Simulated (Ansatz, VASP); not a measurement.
## HfB2: VASP beside Ansatz

The input INCAR:

```
  PREC = Accurate
  ENCUT = 520
  EDIFF = 1E-8
  ISMEAR = 0
  SIGMA = 0.05
  LREAL = False
  LASPH = True
  NELM = 100
  ALGO = Normal
  ISIF = 2
  LWAVE = False
  LCHARG = False
  GGA = PE
  LEFG = True
  NBANDS = 15
```

KPOINTS

```
regular mesh
0
Gamma
  14 14 12
```

The input POSCAR:

```
HfB2
1.0
    3.1400000000      0.0000000000      0.0000000000
   -1.5700000000      2.7193197679      0.0000000000
    0.0000000000      0.0000000000      3.4800000000
Hf B
1 2
Direct
    0.0000000000      0.0000000000      0.0000000000
    0.3333333333      0.6666666667      0.5000000000
    0.6666666667      0.3333333333      0.5000000000
```

Input for Ansatz:

```yaml
crystal:
  lattice:
    - [3.14, 0.0, 0.0]
    - [-1.57, 2.7193197679, 0.0]
    - [0.0, 0.0, 3.48]
  atoms:
    - { symbol: Hf, position: [0.0, 0.0, 0.0] }
    - { symbol: B, position: [0.3333333333, 0.6666666667, 0.5] }
    - { symbol: B, position: [0.6666666667, 0.3333333333, 0.5] }
basis:
  ecutwfc: 420
  ecutrho_ratio: 4
kpoints:
  mp_grid: { grid: [14, 14, 12] }
hamiltonian:
  xc: pbe
scf:
  occupations: { method: gaussian, width: 0.05 }
output:
  forces: true
  stress: true
  eigenvalues: true
  populations: true
  efg:
    contact_densities: true
    quadrupole_moments_barn: { B: 0.04059, Hf: 3.365 }
```

Alike in both runs: task electric field gradients; functional PBE; k mesh 14 × 14 × 12; occupations gaussian, width 0.05 eV; no spin polarisation.

|  | VASP | Ansatz |
| --- | --- | --- |
| version | VASP 6.6.1 | Ansatz 0.2.0 |
| potentials or method | VASP PAW PBE potentials, release 64 (Hf_pv, B), cutoff 520 eV | scalar-relativistic, plane waves, PAW |
| valence electrons in the cell | 16 | 32 |

```tsv
	VASP	Ansatz	Ansatz less VASP
gap on the k mesh at the Fermi level (eV)	none	none	-
pressure (GPa)	1.0	1.4	+0.37
traceless stress, the component that is largest in VASP (GPa)	0.15	-0.06	-0.201
size of Vzz on the site where it differs most (V/Å²)	77.4	106.5	+29.09
```

A gap of «none» marks a metal or a gap that the smearing closes. With one functional, cell and mesh, what is left measures potentials, basis and numerics. VASP's potentials hold 16 valence electrons a cell and Ansatz's 32, so a difference there can come from the potentials and not from the codes.

Spin-orbit coupling is off throughout.
